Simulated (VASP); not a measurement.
# In4Sb (Im-3m) in VASP: notebook, part 2 of 2

VASP 6.6.1.

## (3) Single point, PBE

This run uses another cell than the first one, of 33.94 Å³/atom.

File INCAR:

```
SYSTEM = In4Sb
PREC     = Accurate       ! precision mode
ENCUT    = 520            ! plane-wave cutoff, eV
EDIFF    = 1E-6           ! SCF threshold, eV
ISMEAR   = 0              ! smearing method
SIGMA    = 0.1            ! smearing width, eV
LREAL    = .FALSE.        ! projectors in reciprocal space
LASPH    = .TRUE.         ! aspherical terms in the spheres
NELM     = 100            ! most SCF steps
ALGO     = Normal         ! electronic algorithm
ISIF     = 2              ! what is computed and relaxed
LWAVE    = .FALSE.        ! write WAVECAR
LCHARG   = .TRUE.         ! write CHGCAR
GGA      = PE             ! functional
LELF     = .TRUE.         ! ELF
LVHAR    = .TRUE.       
NBANDS   = 36             ! bands
```

File KPOINTS:

```
Automatic mesh
0
G
  4 4 4
  0 0 0
```

File POSCAR:

```
In4Sb
1.0
   -3.4877459586      3.4877459586      3.4877459586
    3.4877459586     -3.4877459586      3.4877459586
    3.4877459586      3.4877459586     -3.4877459586
In Sb
4 1
Direct
    0.5000000000      0.5000000000      0.5000000000
    0.5000000000      0.0000000000      0.0000000000
    0.0000000000      0.0000000000      0.5000000000
    0.0000000000      0.5000000000      0.0000000000
    0.0000000000      0.0000000000      0.0000000000
```

Potentials or basis: VASP PAW PBE potentials, release 64 (In_d, Sb).

On the command line:

```bash
cat potpaw_PBE.64/In_d/POTCAR potpaw_PBE.64/Sb/POTCAR > POTCAR
mpirun -np 1 vasp_std > vasp.out
```

Run time: 46 s. Hardware: 1 thread of Intel Xeon Platinum 8488C (Sapphire Rapids), shared host; peak memory 0.32 GiB.

Results (log left out):

| Quantity | Value |
| --- | --- |
| Free energy | -13.1856 eV |
| Pressure | 0.1 GPa |
| Band gap on the k mesh | zero (an odd number of electrons rules out a gap without spin polarisation) |

Levels at points of the mesh, in eV from the Fermi level:
```csv
k point,band 24,band 25,band 26,band 27,band 28,band 29,band 30,band 31,band 32,band 33
"(0.00, 0.00, 0.00)",-4.00,-4.00,-3.41,-3.41,-3.41,-0.48,-0.48,-0.48,3.03,3.03
"(0.50, 0.00, 0.00)",-4.44,-4.08,-3.85,-0.16,0.06,0.41,0.69,1.03,1.80,1.95
"(0.50, 0.50, 0.50)",-6.32,-2.42,-2.42,-0.96,0.60,0.60,0.60,1.05,1.05,1.05
```

Caveat: spin-orbit coupling is left out, which moves the levels of the heavy elements.

## (4) Relaxation of cell and atoms, PBE

File INCAR:

```
PREC     = Accurate       # precision mode
ENCUT    = 600            # plane-wave cutoff, eV
EDIFF    = 1E-6           # SCF threshold, eV
ISMEAR   = 0              # smearing method
SIGMA    = 0.1            # smearing width, eV
LREAL    = F              # projectors in reciprocal space
LASPH    = T              # aspherical terms in the spheres
NELM     = 60             # most SCF steps
ALGO     = Fast           # electronic algorithm
ISIF     = 3              # what is computed and relaxed
LWAVE    = F              # write WAVECAR
LCHARG   = F              # write CHGCAR
GGA      = PE             # functional
IBRION   = 2              # ionic algorithm
NSW      = 90             # ionic steps
EDIFFG   = -0.04          # ionic threshold
```

File KPOINTS:

```
regular mesh
0
Gamma
  4 4 4
```

Edit POSCAR of step 3 so:

```diff
@@ -2,5 +2,5 @@
 1.0
-   -3.4877459586      3.4877459586      3.4877459586
-    3.4877459586     -3.4877459586      3.4877459586
-    3.4877459586      3.4877459586     -3.4877459586
+   -3.1642724300      3.1642724300      3.1642724300
+    3.1642724300     -3.1642724300      3.1642724300
+    3.1642724300      3.1642724300     -3.1642724300
 In Sb
```

On the command line:

```bash
cat potpaw_PBE.64/In_d/POTCAR potpaw_PBE.64/Sb/POTCAR > POTCAR
mpirun -np 1 vasp_std > vasp.out
```

Run time: 4.6 min. Hardware: 1 thread of Intel Xeon Platinum 8488C (Sapphire Rapids), shared host; peak memory 0.34 GiB.

The run converged. Its results:

```yaml
Free_energy: -13.1750 eV
Relaxed_volume: 34.06 Å³/atom
Relaxed_cell: a = 6.048 Å, b = 6.048 Å, c = 6.048 Å, α = 109.47°, β = 109.47°, γ = 109.47°
Space_group_after_relaxing_to_0.1_Å: Im-3m (No. 229)
Energy_gained_by_relaxing: 366.9 meV/atom
Ionic_steps: 5
Pressure_after_relaxing: 0.0 GPa
Band_gap_on_the_k_mesh: zero (an odd number of electrons rules out a gap without spin polarisation)
```

Step by step:
| step | energy change (eV) | largest force (eV/Å) | pressure (GPa) | volume (Å³) |
| --- | --- | --- | --- | --- |
| 1 | 0.0000 | 0.0000 | 18.22 | 126.73 |
| 2 | -1.7102 | 0.0000 | -1.89 | 187.31 |
| 3 | -1.8337 | 0.0000 | 0.33 | 168.86 |
| 4 | -1.8336 | 0.0000 | -0.21 | 171.30 |
| 5 | -1.8344 | 0.0000 | -0.04 | 170.32 |

Final structure:
```
In Sb
1.0
    -3.49197    3.49197    3.49197
     3.49197   -3.49197    3.49197
     3.49197    3.49197   -3.49197
In Sb
4 1
Cartesian
  1.7460 1.7460 1.7460
  -1.7460 1.7460 1.7460
  1.7460 1.7460 -1.7460
  1.7460 -1.7460 1.7460
  0.0000 0.0000 0.0000
```

Levels at points of the mesh, in eV from the Fermi level:
| k point | band 24 | band 25 | band 26 | band 27 | band 28 | band 29 | band 30 | band 31 | band 32 | band 33 |
| --- | --- | --- | --- | --- | --- | --- | --- | --- | --- | --- |
| (0.00, 0.00, 0.00) | -3.99 | -3.99 | -3.41 | -3.41 | -3.41 | -0.48 | -0.48 | -0.48 | 3.03 | 3.03 |
| (0.50, 0.00, 0.00) | -4.44 | -4.08 | -3.84 | -0.16 | 0.06 | 0.40 | 0.68 | 1.03 | 1.79 | 1.94 |
| (0.50, 0.50, 0.50) | -6.31 | -2.41 | -2.41 | -0.98 | 0.60 | 0.60 | 0.60 | 1.04 | 1.04 | 1.04 |

Caveat: the volume moved by over 15 % at a fixed basis, so the end points are rough; spin-orbit coupling is left out, which moves the levels of the heavy elements.

## (5) Single point, PBE

This run uses another cell than the first one, of 35.64 Å³/atom.

File INCAR:

```
  ALGO = Fast
  EDIFF = 1E-6
  ENCUT = 520
  GGA = PE
  ISIF = 2
  ISMEAR = 0
  LASPH = True
  LCHARG = False
  LREAL = False
  LWAVE = False
  NBANDS = 36
  NELM = 80
  PREC = Accurate
  SIGMA = 0.1
```

File KPOINTS:

```
k-points
0
Gamma
  8 8 8
```

Edit POSCAR of step 4 so:

```diff
@@ -2,5 +2,5 @@
 1.0
-   -3.1642724300      3.1642724300      3.1642724300
-    3.1642724300     -3.1642724300      3.1642724300
-    3.1642724300      3.1642724300     -3.1642724300
+   -3.5449818432      3.5449818432      3.5449818432
+    3.5449818432     -3.5449818432      3.5449818432
+    3.5449818432      3.5449818432     -3.5449818432
 In Sb
```

On the command line:

```bash
cat potpaw_PBE.64/In_d/POTCAR potpaw_PBE.64/Sb/POTCAR > POTCAR
mpirun -np 1 vasp_std > vasp.out
```

Run time: 3.3 min. Hardware: 1 thread of Intel Xeon Platinum 8488C (Sapphire Rapids), shared host; peak memory 0.4 GiB.

Results (log left out):

* Free energy: -12.9881 eV
* Pressure: 0.1 GPa
* Band gap on the k mesh: zero (an odd number of electrons rules out a gap without spin polarisation)

Levels at points of the mesh, in eV from the Fermi level:
```csv
k point,band 25,band 26,band 27,band 28,band 29,band 30,band 31,band 32,band 33,band 34
"(0.00, 0.00, 0.00)",-3.49,-3.29,-3.29,-3.29,-0.30,-0.30,-0.30,3.21,3.21,3.77
"(0.50, 0.00, 0.00)",-3.90,-3.35,0.00,0.24,0.52,0.92,1.19,1.85,2.14,2.60
"(0.50, 0.50, 0.50)",-2.13,-2.13,-1.04,0.80,0.80,0.80,1.25,1.25,1.25,2.20
```

Caveat: spin-orbit coupling is left out, which moves the levels of the heavy elements.

## (6) Relaxation of cell and atoms, PBE

This run uses another cell than the first one, of 33.94 Å³/atom.

File INCAR:

```
PREC     = Accurate       # precision mode
ENCUT    = 600            # plane-wave cutoff, eV
EDIFF    = 1E-6           # SCF threshold, eV
ISMEAR   = 0              # smearing method
SIGMA    = 0.1            # smearing width, eV
LREAL    = False          # projectors in reciprocal space
LASPH    = True           # aspherical terms in the spheres
NELM     = 60             # most SCF steps
ALGO     = Fast           # electronic algorithm
ISIF     = 3              # what is computed and relaxed
LWAVE    = False          # write WAVECAR
LCHARG   = False          # write CHGCAR
GGA      = PE             # functional
IBRION   = 2              # ionic algorithm
NSW      = 100            # ionic steps
EDIFFG   = -0.01          # ionic threshold
```

File KPOINTS:

```
Automatic mesh
0
Gamma
  8 8 8
```

Edit POSCAR of step 5 so:

```diff
@@ -2,5 +2,5 @@
 1.0
-   -3.5449818432      3.5449818432      3.5449818432
-    3.5449818432     -3.5449818432      3.5449818432
-    3.5449818432      3.5449818432     -3.5449818432
+   -3.4877459586      3.4877459586      3.4877459586
+    3.4877459586     -3.4877459586      3.4877459586
+    3.4877459586      3.4877459586     -3.4877459586
 In Sb
```

Potentials or basis: VASP PAW PBE potentials, release 64 (In_d, Sb).

On the command line:

```bash
cat potpaw_PBE.64/In_d/POTCAR potpaw_PBE.64/Sb/POTCAR > POTCAR
mpirun -np 1 vasp_std > vasp.out
```

Run time: 9.1 min. Hardware: 1 thread of Intel Xeon Platinum 8488C (Sapphire Rapids), shared host; peak memory 0.45 GiB.

It converged, with:

```
Free energy                           : -12.9872 eV
Relaxed volume                        : 35.61 Å³/atom
Relaxed cell                          : a = 6.139 Å, b = 6.139 Å, c = 6.139 Å, α = 109.47°, β = 109.47°, γ = 109.47°
Space group after relaxing (to 0.1 Å) : Im-3m (No. 229)
Energy gained by relaxing             : 6.5 meV/atom
Ionic steps                           : 3
Pressure after relaxing               : 0.0 GPa
Band gap on the k mesh                : zero (an odd number of electrons rules out a gap without spin polarisation)
```

The path:
```tsv
step	energy change (eV)	largest force (eV/Å)	pressure (GPa)	volume (Å³)
1	0.0000	0.0000	1.30	169.70
2	-0.0313	0.0000	0.21	176.53
3	-0.0325	0.0000	0.02	178.06
```

Final structure:
```xyz
5
Lattice="-3.5441 3.5441 3.5441 3.5441 -3.5441 3.5441 3.5441 3.5441 -3.5441" Properties=species:S:1:pos:R:3 pbc="T T T"
In    1.7720    1.7720    1.7720
In   -1.7720    1.7720    1.7720
In    1.7720    1.7720   -1.7720
In    1.7720   -1.7720    1.7720
Sb    0.0000    0.0000    0.0000
```

Levels at points of the mesh, in eV from the Fermi level:
```tsv
k point	band 27	band 28	band 29	band 30	band 31	band 32
(0.00, 0.00, 0.00)	-3.29	-3.29	-0.30	-0.30	-0.30	3.21
(0.50, 0.00, 0.00)	0.00	0.24	0.53	0.92	1.19	1.85
(0.50, 0.50, 0.50)	-1.03	0.80	0.80	0.80	1.25	1.25
```

Caveat: spin-orbit coupling is left out, which moves the levels of the heavy elements.

## (7) Summary

| task | cell | k mesh | cutoff (eV) | gap on the mesh (eV) | pressure (GPa) | relaxed volume (Å³/atom) |
| --- | --- | --- | --- | --- | --- | --- |
| single point | a = 5.481 Å, angles 109.5°, 5 atoms | 4 × 4 × 4 | 520 | none | 18.1 | - |
| single point | a = 6.041 Å, angles 109.5°, 5 atoms | 4 × 4 × 4 | 520 | none | 0.1 | - |
| relaxation of cell and atoms | relaxed from a = 5.481 Å, angles 109.5°, 5 atoms | 4 × 4 × 4 | 600 | none | 0.0 | 34.06 |
| single point | a = 6.140 Å, angles 109.5°, 5 atoms | 8 × 8 × 8 | 520 | none | 0.1 | - |
| relaxation of cell and atoms | relaxed from a = 6.041 Å, angles 109.5°, 5 atoms | 8 × 8 × 8 | 600 | none | 0.0 | 35.61 |

Alike in all rows: level PBE; potentials or basis VASP PAW PBE potentials, release 64 (In_d, Sb); no spin polarisation; smearing gaussian 0.1 eV.

Caveats: spin-orbit coupling is left out, which moves the levels of the heavy elements; the cell stands under pressure (at least some runs); the volume moved by over 15 % at a fixed basis, so the end points are rough (at least some runs).

Absolute energies hang on the potentials; compare differences alone.
